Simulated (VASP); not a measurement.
# TiO (P6_3/mmc) in VASP: notebook, part 2 of 2

VASP 6.6.1.

## 4. Single point, PBEsol+D3(BJ)

This run uses another cell than the first one, of 9.19 Å³/atom, 0.938 times its volume.

The input, INCAR:

```
  PREC = Accurate
  ENCUT = 520
  EDIFF = 1E-7
  ISMEAR = 0
  SIGMA = 0.1
  LREAL = False
  LASPH = True
  NELM = 100
  ALGO = Normal
  ISIF = 2
  LWAVE = False
  LCHARG = False
  GGA = PS
  IVDW = 12
  NBANDS = 26
```

The input, KPOINTS:

```
Automatic mesh
0
Gamma
  18 18 8
```

The input, POSCAR:

```
TiO
1.0
    2.7990456543      0.0000000000      0.0000000000
   -1.3995228272      2.4240446430      0.0000000000
    0.0000000000      0.0000000000      5.4186066445
Ti O
2 2
Direct
    0.3333333333      0.6666666667      0.2500000000
    0.6666666667      0.3333333333      0.7500000000
    0.0000000000      0.0000000000      0.0000000000
    0.0000000000      0.0000000000      0.5000000000
```

Potentials or basis: VASP PAW PBE potentials, release 64 (Ti_sv, O).

Run with:

```
$ cat potpaw_PBE.64/Ti_sv/POTCAR potpaw_PBE.64/O/POTCAR > POTCAR
$ mpirun -np 1 vasp_std > vasp.out
```

OUTCAR:

```text
PREC = Accurate
   ENCUT = 520
   EDIFF = 1E-7
   ISMEAR = 0
   LREAL = False
   LASPH = True
   NELM = 100
   ISIF = 2
   GGA = PS
   IVDW = 12
 IVDW          = 12

 ion  position               nearest neighbor table
   1  0.333  0.667  0.250-   3 2.11   4 2.11   3 2.11   4 2.11   3 2.11   4 2.11
   2  0.667  0.333  0.750-   3 2.11   4 2.11   3 2.11   4 2.11   3 2.11   4 2.11
   3  0.000  0.000  0.000-   1 2.11   2 2.11   2 2.11   1 2.11   2 2.11   1 2.11
   4  0.000  0.000  0.500-   1 2.11   2 2.11   2 2.11   1 2.11   2 2.11   1 2.11

  LATTYP: Found a hexagonal cell.
 ALAT       =     2.7990456543
 C/A-ratio  =     1.9358764785

  Lattice vectors:

 A1 = (   2.7990456543,   0.0000000000,   0.0000000000)
 A2 = (  -1.3995228272,   2.4240446430,   0.0000000000)
 A3 = (   0.0000000000,   0.0000000000,   5.4186066445)

Analysis of symmetry for initial positions (statically):
=====================================================================
 Subroutine PRICEL returns:
 Original cell was already a primitive cell.

 Routine SETGRP: Setting up the symmetry group for a
 hexagonal supercell.

 Subroutine GETGRP returns: Found 24 space group operations
 (whereof 12 operations were pure point group operations)
 out of a pool of 24 trial point group operations.

The static configuration has the point symmetry D_3d.
 The point group associated with its full space group is D_6h.

Analysis of symmetry for dynamics (positions and initial velocities):
=====================================================================
 Subroutine PRICEL returns:
 Original cell was already a primitive cell.

 Routine SETGRP: Setting up the symmetry group for a
 hexagonal supercell.

 Subroutine GETGRP returns: Found 24 space group operations
 (whereof 12 operations were pure point group operations)
 out of a pool of 24 trial point group operations.

[... 122 lines left out ...]
   IALGO  =     38    algorithm
   IMIX   =      4    mixing-type and parameters
     AMIX     =   0.40;   BMIX     =  1.00
     AMIX_MAG =   1.60;   BMIX_MAG =  1.00
  volume/ion in A,a.u.               =       9.19        62.03
  Fermi-wavevector in a.u.,A,eV,Ry     =   1.625660  3.072051 35.957053  2.642769
  Thomas-Fermi vector in A             =   2.718746
   LORBIT       =      0    0 simple, 1 ext, 2 COOP (PROOUT), +10 PAW based schemes
   GGA     = PS    functional components
   LHFCALC =     F    Hartree Fock is set to
   AEXX    =    0.0000 exact exchange contribution
   IVDW    =    12    specifies the selected vdW correction
   LEPSILON=     F    determine dielectric tensor
   LRPA    =     F    only Hartree local field effects (RPA)
 non-spin polarized calculation
 Gauss-broadening in eV      SIGMA  =   0.10
  energy-cutoff  :      520.00
  volume of cell :       36.77
 maximum number of plane-waves:      1005
 NGX is ok and might be reduce to    24
   NGX = 11   NGY = 11   NGZ = 21

 number of electron      35.9999995 magnetization

 Free energy of the ion-electron system (eV)
  ---------------------------------------------------
  ext. energy  EPLUGINS =         0.00000000
  ---------------------------------------------------
  free energy    TOTEN  =       -37.38361459 eV

  energy without entropy =      -37.37948113  energy(sigma->0) =      -37.38154786

 E-fermi :  12.1721     XC(G=0): -13.3985

 val. band max:       12.1686444346   @ k =   0.3889   0.1667   0.0000
 cond. band min:      12.1856551894   @ k =   0.4444   0.0556   0.0000
 fundamental gap:      0.0170107547
 Fermi energy:        12.1720770019

 k-point     1 :       0.0000    0.0000    0.0000
  band No.  band energies     occupation
      1     -45.4352      2.00000
      2     -45.3716      2.00000
      3     -22.4311      2.00000
      4     -21.7821      2.00000
      5     -21.3357      2.00000
      6     -21.3357      2.00000
[... 685 lines left out ...]
     25      15.6891      0.00000
     26      15.8700      0.00000

 [... further k-points ...]

------------------------ aborting loop because EDIFF is reached ----------------------------------------

 Edisp (eV)   -1.61028

 E8    (eV) :    -1.0602

  FORCE on cell =-STRESS in cart. coord.  units (eV):
  Direction    XX          YY          ZZ          XY          YZ          ZX
  --------------------------------------------------------------------------------------
  -------------------------------------------------------------------------------------
  Total      -0.17766    -0.17766    -0.14234     0.00000     0.00000     0.00000
  in kB      -7.74210    -7.74210    -6.20309     0.00000     0.00000     0.00000
  external pressure =       -7.23 kB  Pullay stress =        0.00 kB

 VOLUME and BASIS-vectors are now :
 -----------------------------------------------------------------------------
  energy-cutoff  :      520.00
  volume of cell :       36.77
      direct lattice vectors                 reciprocal lattice vectors
     2.799045654  0.000000000  0.000000000     0.357264626  0.206266828  0.000000000
    -1.399522827  2.424044643  0.000000000     0.000000000  0.412533656  0.000000000
     0.000000000  0.000000000  5.418606644     0.000000000  0.000000000  0.184549288

 POSITION                                       TOTAL-FORCE (eV/Angst)
 -----------------------------------------------------------------------------------
     -0.00000      1.61603      1.35465         0.000000     -0.000000      0.000000
      1.39952      0.80801      4.06395        -0.000000     -0.000000      0.000000
      0.00000      0.00000      0.00000         0.000000      0.000000      0.000000
      0.00000      0.00000      2.70930         0.000000      0.000000      0.000000
 -----------------------------------------------------------------------------------
    total drift:                               -0.000000      0.000000     -0.000000

  FREE ENERGIE OF THE ION-ELECTRON SYSTEM (eV)
  ---------------------------------------------------
  free  energy   TOTEN  =       -38.9938965744 eV

  energy  without entropy=      -38.9897631154  energy(sigma->0) =      -38.99182984
```

stdout:

```text
POSCAR found type information on POSCAR TiO
 POSCAR found :  2 types and       4 ions
 scaLAPACK will be used
 -----------------------------------------------------------------------------
|                                                                             |
|                                                                             |
|     You enforced a specific xc type in the INCAR file but a different       |
|     I HOPE YOU KNOW WHAT YOU ARE DOING!                                     |
|                                                                             |
 -----------------------------------------------------------------------------

 LDA part: xc-table for (Slater+PW92), standard interpolation
 POSCAR, INCAR and KPOINTS ok, starting setup
 FFT: planning ... GRIDC
 FFT: planning ... GRID_SOFT
 FFT: planning ... GRID
 WAVECAR not read
 entering main loop
```

It took 1.8 min on 1 thread of AMD EPYC 9R45 (Zen 5), shared host; peak memory 0.25 GiB.

Results:

| Quantity | Value |
| --- | --- |
| Free energy | -38.9939 eV |
| Pressure | -0.7 GPa |
| Band gap on the k mesh | zero (band 18 reaches 12.19 eV, above the bottom of band 19 at 11.87 eV) |
| Dispersion energy per atom | -0.403 eV |

Stress tensor (GPa, compression positive):
```
-0.77  0.00  0.00
 0.00 -0.77  0.00
 0.00  0.00 -0.62
```

Caveat: three body term missing; the PAW data sets were made with another functional, which shifts forces and pressure a little; semilocal functionals often make such compounds metallic where correlation or magnetic order opens a gap, which also shifts bond lengths; pairwise dispersion overbinds metals, which lowers pressure and volume.

## 5. Single point, PBEsol+D4

This run uses another cell than the first one, of 9.29 Å³/atom, 0.947 times its volume.

The input, INCAR:

```
SYSTEM = TiO
ALGO = Normal
EDIFF = 1E-6
ENCUT = 520
GGA = PS
ISIF = 2
ISMEAR = 0
IVDW = 13
LASPH = .TRUE.
LCHARG = .FALSE.
LREAL = .FALSE.
LWAVE = .FALSE.
NBANDS = 26
NELM = 80
PREC = Accurate
SIGMA = 0.1
```

The input, KPOINTS:

```
k-points
0
G
  18 18 8
  0 0 0
```

The input, POSCAR:

```
TiO
1.0
    2.8096862855      0.0000000000      0.0000000000
   -1.4048431428      2.4332596999      0.0000000000
    0.0000000000      0.0000000000      5.4324611163
Ti O
2 2
Direct
    0.3333333333      0.6666666667      0.2500000000
    0.6666666667      0.3333333333      0.7500000000
    0.0000000000      0.0000000000      0.0000000000
    0.0000000000      0.0000000000      0.5000000000
```

Run with:

```
$ cat potpaw_PBE.64/Ti_sv/POTCAR potpaw_PBE.64/O/POTCAR > POTCAR
$ mpirun -np 1 vasp_std > vasp.out
```

Wall time 1.7 min (1 thread of AMD EPYC 9R45 (Zen 5), shared host); peak memory 0.24 GiB.

The run converged. Its results:

```yaml
Free_energy: -37.9931 eV
Pressure: 0.8 GPa
Band_gap_on_the_k_mesh: zero (band 18 reaches 12.05 eV, above the bottom of band 19 at 11.73 eV)
Dispersion_energy_per_atom: -0.149 eV
```

Stress tensor (GPa, compression positive):
```
0.75 0.00 0.00
0.00 0.75 0.00
0.00 0.00 0.92
```

Levels at points of the mesh, in eV from the Fermi level:
```csv
k point,band 15,band 16,band 17,band 18,band 19,band 20,band 21,band 22
"(0.00, 0.00, 0.00)",-5.71,-5.49,-2.16,-0.30,-0.30,0.07,0.74,0.74
"(0.50, 0.00, 0.00)",-6.08,-5.83,-3.02,0.02,0.72,1.48,2.16,2.42
"(0.00, 0.00, 0.50)",-6.02,-6.02,-0.61,-0.61,0.64,0.64,0.64,0.64
"(0.50, 0.00, 0.50)",-6.55,-6.55,-1.47,-1.47,1.98,1.98,2.23,2.23
```

Caveat: the PAW data sets were made with another functional, which shifts forces and pressure a little; semilocal functionals often make such compounds metallic where correlation or magnetic order opens a gap, which also shifts bond lengths; pairwise dispersion overbinds metals, which lowers pressure and volume.

## 6. Single point, PBEsol

This run uses another cell than the first one, of 9.39 Å³/atom, 0.958 times its volume.

The input, INCAR:

```
PREC = Accurate
ENCUT = 520
EDIFF = 1E-6
ISMEAR = 0
SIGMA = 0.1
LREAL = False
LASPH = True
NELM = 60
ALGO = Normal
ISIF = 2
LWAVE = False
LCHARG = True
GGA = PS
LELF = True
LVHAR = True
NBANDS = 26
```

The input, KPOINTS:

```
regular mesh
0
Gamma
  18 18 8
```

The input, POSCAR:

```
TiO
1.0
    2.8187574077      0.0000000000      0.0000000000
   -1.4093787039      2.4411155221      0.0000000000
    0.0000000000      0.0000000000      5.4562942477
Ti O
2 2
Direct
    0.3333333333      0.6666666667      0.2500000000
    0.6666666667      0.3333333333      0.7500000000
    0.0000000000      0.0000000000      0.0000000000
    0.0000000000      0.0000000000      0.5000000000
```

Potentials or basis: VASP PAW PBE potentials, release 64 (Ti_sv, O).

Run with:

```
$ cat potpaw_PBE.64/Ti_sv/POTCAR potpaw_PBE.64/O/POTCAR > POTCAR
$ mpirun -np 1 vasp_std > vasp.out
```

Run time: 1.8 min. Hardware: 1 thread of AMD EPYC 9R45 (Zen 5), shared host; peak memory 0.24 GiB.

It converged, with:

| Item | Value |
| --- | --- |
| Free energy | -37.4021 eV |
| Pressure | 0.8 GPa |
| Band gap on the k mesh | zero (band 18 reaches 11.88 eV, above the bottom of band 19 at 11.58 eV) |

Stress tensor (GPa, compression positive):
```
0.71 0.00 0.00
0.00 0.71 0.00
0.00 0.00 0.86
```

Levels at points of the mesh, in eV from the Fermi level:
```
           k point  band 16  band 17  band 18  band 19  band 20  band 21
(0.00, 0.00, 0.00)    -5.46    -2.14    -0.29    -0.29     0.06     0.74
(0.50, 0.00, 0.00)    -5.78    -2.98     0.01     0.71     1.47     2.13
(0.00, 0.00, 0.50)    -5.95    -0.61    -0.61     0.63     0.63     0.63
(0.50, 0.00, 0.50)    -6.48    -1.45    -1.45     1.94     1.94     2.21
```

Caveat: the PAW data sets were made with another functional, which shifts forces and pressure a little; semilocal functionals often make such compounds metallic where correlation or magnetic order opens a gap, which also shifts bond lengths.

## 7. The runs side by side

```csv
level,cell,gap on the mesh (eV),pressure (GPa)
PBEsol,"a = 2.852, b = 2.852, c = 5.568 Å, angles 90.0, 90.0, 120.0°, 4 atoms",none,-9.3
PBEsol+D3(BJ),"a = 2.794, b = 2.794, c = 5.408 Å, angles 90.0, 90.0, 120.0°, 4 atoms",none,0.9
PBEsol+D3(BJ),"a = 2.799, b = 2.799, c = 5.419 Å, angles 90.0, 90.0, 120.0°, 4 atoms",none,-0.7
PBEsol+D4,"a = 2.810, b = 2.810, c = 5.432 Å, angles 90.0, 90.0, 120.0°, 4 atoms",none,0.8
PBEsol,"a = 2.819, b = 2.819, c = 5.456 Å, angles 90.0, 90.0, 120.0°, 4 atoms",none,0.8
```

Alike in all rows: task single point; potentials or basis VASP PAW PBE potentials, release 64 (Ti_sv, O); no spin polarisation; k mesh 18 × 18 × 8; cutoff (eV) 520; smearing gaussian 0.1 eV.

Caveats: the PAW data sets were made with another functional, which shifts forces and pressure a little; semilocal functionals often make such compounds metallic where correlation or magnetic order opens a gap, which also shifts bond lengths; pairwise dispersion overbinds metals, which lowers pressure and volume (some runs); three body term missing (some runs).

Absolute energies hang on the potentials; compare differences alone.
